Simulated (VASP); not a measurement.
# CsSnI3 in VASP: further runs, part 2 of 2

VASP 6.6.1. Earlier steps stand in the parts before.

## Step 3: Single point, PBEsol (40.62 Å³/atom)

This run uses another cell than the first one, of 40.62 Å³/atom.

The input, INCAR:

```
ALGO = Fast
EDIFF = 1E-6
ENCUT = 520
GGA = PS
ISIF = 2
ISMEAR = 0
LASPH = T
LCHARG = F
LREAL = F
LWAVE = F
NBANDS = 30
NELM = 60
PREC = Accurate
SIGMA = 0.01
```

The input, KPOINTS:

```
k-points
0
Gamma
  6 6 6
```

The input, POSCAR:

```
CsSnI3
1.0
    5.8781825104      0.0000000000      0.0000000000
    0.0000000000      5.8781825104      0.0000000000
    0.0000000000      0.0000000000      5.8781825104
Cs Sn I
1 1 3
Direct
    0.0000000000      0.0000000000      0.0000000000
    0.5000000000      0.5000000000      0.5000000000
    0.0000000000      0.5000000000      0.5000000000
    0.5000000000      0.0000000000      0.5000000000
    0.5000000000      0.5000000000      0.0000000000
```

Potentials or basis: VASP PAW PBE potentials, release 64 (Cs_sv, Sn_d, I).

On the command line:

```sh
$ cat potpaw_PBE.64/Cs_sv/POTCAR potpaw_PBE.64/Sn_d/POTCAR potpaw_PBE.64/I/POTCAR > POTCAR
$ mpirun -np 1 vasp_std > vasp.out
```

OUTCAR:

```text
EDIFF = 1E-6
   ENCUT = 520
   GGA = PS
   ISIF = 2
   ISMEAR = 0
   LASPH = T
   LREAL = F
   NELM = 60
   PREC = Accurate

 ion  position               nearest neighbor table
   1  0.000  0.000  0.000-
   2  0.500  0.500  0.500-   3 2.94   4 2.94   5 2.94   5 2.94   4 2.94   3 2.94
   3  0.000  0.500  0.500-   2 2.94   2 2.94
   4  0.500  0.000  0.500-   2 2.94   2 2.94
   5  0.500  0.500  0.000-   2 2.94   2 2.94
[... 857 lines left out ...]
  Direction    XX          YY          ZZ          XY          YZ          ZX
  --------------------------------------------------------------------------------------
  -------------------------------------------------------------------------------------
  Total        4.0012611      4.0012611      4.0012611     -0.0000000     -0.0000000      0.0000000
  in kB       31.5630002     31.5630002     31.5630002     -0.0000000     -0.0000000      0.0000000
  external PRESSURE =      31.5630002 kB  Pullay stress =       0.0000000 kB

 VOLUME and BASIS-vectors are now :
 -----------------------------------------------------------------------------
  energy-cutoff  :      520.00
  volume of cell :      203.11
      direct lattice vectors                 reciprocal lattice vectors
     5.878182510  0.000000000  0.000000000     0.170120611  0.000000000  0.000000000
     0.000000000  5.878182510  0.000000000     0.000000000  0.170120611  0.000000000
     0.000000000  0.000000000  5.878182510     0.000000000  0.000000000  0.170120611

 POSITION                                       TOTAL-FORCE (eV/Angst)
 -----------------------------------------------------------------------------------
      0.00000      0.00000      0.00000         0.000000      0.000000      0.000000
      2.93909      2.93909      2.93909         0.000000      0.000000      0.000000
      0.00000      2.93909      2.93909         0.000000      0.000000      0.000000
      2.93909      0.00000      2.93909         0.000000      0.000000      0.000000
      2.93909      2.93909      0.00000         0.000000      0.000000      0.000000
 -----------------------------------------------------------------------------------
    total drift:                                0.000000     -0.000000     -0.000000

  FREE ENERGIE OF THE ION-ELECTRON SYSTEM (eV)
  ---------------------------------------------------
  free  energy   TOTEN  =       -14.8338922505 eV

  energy  without entropy=      -14.8338208328  energy(sigma->0) =      -14.83385654
```

OSZICAR:

```text
N       E                     dE             d eps       ncg     rms          rms(c)
DAV:   1     0.353869690635E+03    0.35387E+03   -0.18462E+04  1212   0.139E+03
DAV:   2     0.318999393101E+02   -0.32197E+03   -0.30607E+03  1342   0.305E+02
DAV:   3    -0.128876485289E+02   -0.44788E+02   -0.44171E+02  1398   0.119E+02
DAV:   4    -0.148983629003E+02   -0.20107E+01   -0.20016E+01  1546   0.285E+01
DAV:   5    -0.149586798841E+02   -0.60317E-01   -0.60301E-01  1796   0.473E+00    0.642E+00
RMM:   6    -0.148435890639E+02    0.11509E+00   -0.16927E-01  1505   0.186E+00    0.389E+00
RMM:   7    -0.148375791632E+02    0.60099E-02   -0.24816E-01  1472   0.158E+00    0.628E-01
RMM:   8    -0.148337017126E+02    0.38775E-02   -0.32224E-02  1577   0.118E+00    0.176E-01
RMM:   9    -0.148337950565E+02   -0.93344E-04   -0.45399E-03  1808   0.447E-01    0.977E-02
RMM:  10    -0.148338779883E+02   -0.82932E-04   -0.10048E-03  1877   0.175E-01    0.583E-02
RMM:  11    -0.148338900598E+02   -0.12071E-04   -0.15690E-04  1768   0.907E-02    0.146E-02
RMM:  12    -0.148338910080E+02   -0.94826E-06   -0.37942E-05  1776   0.447E-02    0.389E-03
RMM:  13    -0.148338920579E+02   -0.10499E-05   -0.15510E-05  1611   0.228E-02    0.235E-03
RMM:  14    -0.148338922505E+02   -0.19262E-06   -0.27677E-06  1136   0.124E-02
   1 F= -.14833892E+02 E0= -.14833857E+02  d E =-.714177E-04
```

It took 2.5 min on 1 thread of Oxide Virtual Turin-like, shared host; peak memory 0.36 GiB.

What came out:

```
Free energy            : -14.8339 eV
Pressure               : 3.2 GPa
Band gap on the k mesh : zero (filled and empty bands touch)
```

Caveat: the cell stands under pressure; semilocal functionals underestimate gaps, and a narrow one can read as zero; the PAW data sets were made with another functional, which shifts forces and pressure a little; spin-orbit coupling is left out, which moves the levels of the heavy elements.

## Step 4: Single point, PBEsol (42.01 Å³/atom)

This run uses another cell than the first one, of 42.01 Å³/atom.

The input, INCAR:

```
PREC = Accurate ; ENCUT = 520
EDIFF = 1E-7 ; ISMEAR = 0
SIGMA = 0.01 ; LREAL = F
LASPH = T ; NELM = 60
ALGO = Fast ; ISIF = 2
LWAVE = F ; LCHARG = F
GGA = PS ; NBANDS = 30
```

The input, KPOINTS:

```
regular mesh
0
Gamma
  6 6 6
```

POSCAR, as its differences from that of step 3:

```diff
@@ -2,5 +2,5 @@
 1.0
-    5.8781825104      0.0000000000      0.0000000000
-    0.0000000000      5.8781825104      0.0000000000
-    0.0000000000      0.0000000000      5.8781825104
+    5.9442350336      0.0000000000      0.0000000000
+    0.0000000000      5.9442350336      0.0000000000
+    0.0000000000      0.0000000000      5.9442350336
 Cs Sn I
```

On the command line:

```sh
$ cat potpaw_PBE.64/Cs_sv/POTCAR potpaw_PBE.64/Sn_d/POTCAR potpaw_PBE.64/I/POTCAR > POTCAR
$ mpirun -np 1 vasp_std > vasp.out
```

Run time: 2.6 min. Hardware: 1 thread of Oxide Virtual Turin-like, shared host; peak memory 0.37 GiB.

Results (log left out):

- Free energy: -14.9488 eV
- Pressure: 2.2 GPa
- Band gap on the k mesh: zero (filled and empty bands touch)

Levels at points of the mesh, in eV from the Fermi level:
```csv
k point,band 19,band 20,band 21,band 22,band 23,band 24,band 25,band 26
"(0.00, 0.00, 0.00)",-2.91,-2.66,-2.66,-2.66,1.74,2.41,2.41,2.73
"(0.50, 0.00, 0.00)",-3.16,-2.86,-2.86,-1.68,0.87,3.49,3.55,3.63
"(0.50, 0.50, 0.00)",-3.33,-3.01,-2.16,-0.66,0.54,0.54,3.80,4.06
"(0.50, 0.50, 0.50)",-2.13,-2.13,-2.13,0.00,0.00,0.00,0.38,2.44
```

Caveat: semilocal functionals underestimate gaps, and a narrow one can read as zero; the PAW data sets were made with another functional, which shifts forces and pressure a little; spin-orbit coupling is left out, which moves the levels of the heavy elements.

## Step 5: Single point, PBEsol (43.39 Å³/atom)

This run uses another cell than the first one, of 43.39 Å³/atom.

The input, INCAR:

```
SYSTEM = CsSnI3
  ALGO = Fast
  EDIFF = 1E-7
  ENCUT = 520
  GGA = PS
  ISIF = 2
  ISMEAR = 0
  LASPH = .TRUE.
  LCHARG = .FALSE.
  LREAL = .FALSE.
  LWAVE = .FALSE.
  NBANDS = 30
  NELM = 100
  PREC = Accurate
  SIGMA = 0.01
```

The input, KPOINTS:

```
k-points
0
G
  6 6 6
  0 0 0
```

POSCAR, as its differences from that of step 4:

```diff
@@ -2,5 +2,5 @@
 1.0
-    5.9442350336      0.0000000000      0.0000000000
-    0.0000000000      5.9442350336      0.0000000000
-    0.0000000000      0.0000000000      5.9442350336
+    6.0088513463      0.0000000000      0.0000000000
+    0.0000000000      6.0088513463      0.0000000000
+    0.0000000000      0.0000000000      6.0088513463
 Cs Sn I
```

On the command line:

```sh
$ cat potpaw_PBE.64/Cs_sv/POTCAR potpaw_PBE.64/Sn_d/POTCAR potpaw_PBE.64/I/POTCAR > POTCAR
$ mpirun -np 1 vasp_std > vasp.out
```

Wall time 3.1 min (1 thread of Oxide Virtual Turin-like, shared host); peak memory 0.37 GiB.

It converged, with:

* Free energy: -15.0238 eV
* Pressure: 1.3 GPa
* Band gap on the k mesh: zero (filled and empty bands touch)

Levels at points of the mesh, in eV from the Fermi level:
| k point | band 18 | band 19 | band 20 | band 21 | band 22 | band 23 | band 24 | band 25 | band 26 | band 27 |
| --- | --- | --- | --- | --- | --- | --- | --- | --- | --- | --- |
| (0.00, 0.00, 0.00) | -2.83 | -2.83 | -2.61 | -2.61 | -2.61 | 1.75 | 2.50 | 2.50 | 2.83 | 2.83 |
| (0.50, 0.00, 0.00) | -3.12 | -3.06 | -2.78 | -2.78 | -1.72 | 0.86 | 3.50 | 3.50 | 3.70 | 3.73 |
| (0.50, 0.50, 0.00) | -3.23 | -3.23 | -2.96 | -2.12 | -0.76 | 0.52 | 0.52 | 3.83 | 4.03 | 4.05 |
| (0.50, 0.50, 0.50) | -2.94 | -2.10 | -2.10 | -2.10 | 0.00 | 0.00 | 0.00 | 0.21 | 2.49 | 3.56 |

Caveat: semilocal functionals underestimate gaps, and a narrow one can read as zero; the PAW data sets were made with another functional, which shifts forces and pressure a little; spin-orbit coupling is left out, which moves the levels of the heavy elements.

## Step 6: The runs side by side

```csv
cell,gap on the mesh (eV),pressure (GPa)
"a = 6.146, b = 6.146, c = 6.011 Å, 5 atoms",none,0.3
"a = 5.878 Å, 5 atoms",none,3.2
"a = 5.944 Å, 5 atoms",none,2.2
"a = 6.009 Å, 5 atoms",none,1.3
```

Alike in all rows: task single point; level PBEsol; potentials or basis VASP PAW PBE potentials, release 64 (Cs_sv, Sn_d, I); no spin polarisation; k mesh 6 × 6 × 6; cutoff (eV) 520; smearing gaussian 0.01 eV.

Caveats: semilocal functionals underestimate gaps, and a narrow one can read as zero; the PAW data sets were made with another functional, which shifts forces and pressure a little; spin-orbit coupling is left out, which moves the levels of the heavy elements; the cell stands under pressure (at least some runs).

Absolute energies hang on the potentials; compare differences alone.
